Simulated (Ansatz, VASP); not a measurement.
**BeSe2: VASP beside Ansatz**

File INCAR:

```
SYSTEM = BeSe2
  ALGO = Normal
  EDIFF = 1E-7
  EDIFFG = -0.01
  ENCUT = 600
  GGA = PE
  IBRION = 2
  ISIF = 3
  ISMEAR = 0
  LASPH = .TRUE.
  LCHARG = .FALSE.
  LREAL = .FALSE.
  LWAVE = .FALSE.
  NELM = 100
  NSW = 100
  PREC = Accurate
  SIGMA = 0.1
```

The input KPOINTS:

```
k-points
0
G
  12 12 12
  0 0 0
```

File POSCAR:

```
BeSe2
1.0
    0.0000000000      3.1348579346      3.1348579346
    3.1348579346      0.0000000000      3.1348579346
    3.1348579346      3.1348579346      0.0000000000
Be Se
1 2
Direct
    0.2500000000      0.2500000000      0.2500000000
    0.7500000000      0.7500000000      0.7500000000
    0.0000000000      0.0000000000      0.0000000000
```

Input for Ansatz:

```yaml
crystal:
  lattice:
    - [0.0, 3.1348579346, 3.1348579346]
    - [3.1348579346, 0.0, 3.1348579346]
    - [3.1348579346, 3.1348579346, 0.0]
  atoms:
    - { symbol: Be, position: [0.25, 0.25, 0.25] }
    - { symbol: Se, position: [0.75, 0.75, 0.75] }
    - { symbol: Se, position: [0.0, 0.0, 0.0] }
basis:
  ecutwfc: 420
kpoints:
  mp_grid: { grid: [12, 12, 12] }
hamiltonian:
  xc: pbe
scf:
  occupations: { method: gaussian, width: 0.1 }
output:
  forces: true
  stress: true
  eigenvalues: true
  write_density: true
  write_potential: true
  elf: true
  volumetric_format: npy
relax:
  adjacent_minimum: "off"
  f_tol: 0.01
  max_steps: 80
  cell: { stress_tol: 0.05 }
```

Alike in both runs: task relaxation of cell and atoms; functional PBE; k mesh 12 × 12 × 12; occupations gaussian, width 0.1 eV; no spin polarisation.

|  | VASP | Ansatz |
| --- | --- | --- |
| version | VASP 6.6.1 | Ansatz 0.2.0 |
| potentials or method | VASP PAW PBE potentials, release 64 (Be, Se), cutoff 600 eV | scalar-relativistic, plane waves, PAW |
| valence electrons in the cell | 14 | 34 |

VASP gave:

| Item | Value |
| --- | --- |
| gap on the k mesh at the Fermi level, each at its own relaxed structure (eV) | none |
| relaxed volume (Å³/atom) | 20.61 |
| relaxed length of the cell vector where the two differ most in proportion (Å) | 4.439 |

Q: Which values does Ansatz return?

A: gap on the k mesh at the Fermi level, each at its own relaxed structure (eV): none; relaxed volume (Å³/atom): 20.60; relaxed length of the cell vector where the two differ most in proportion (Å): 4.438.

A gap of «none» marks a metal or a gap that the smearing closes. VASP's potentials hold 14 valence electrons a cell and Ansatz's 34, so a difference there can come from the potentials and not from the codes.
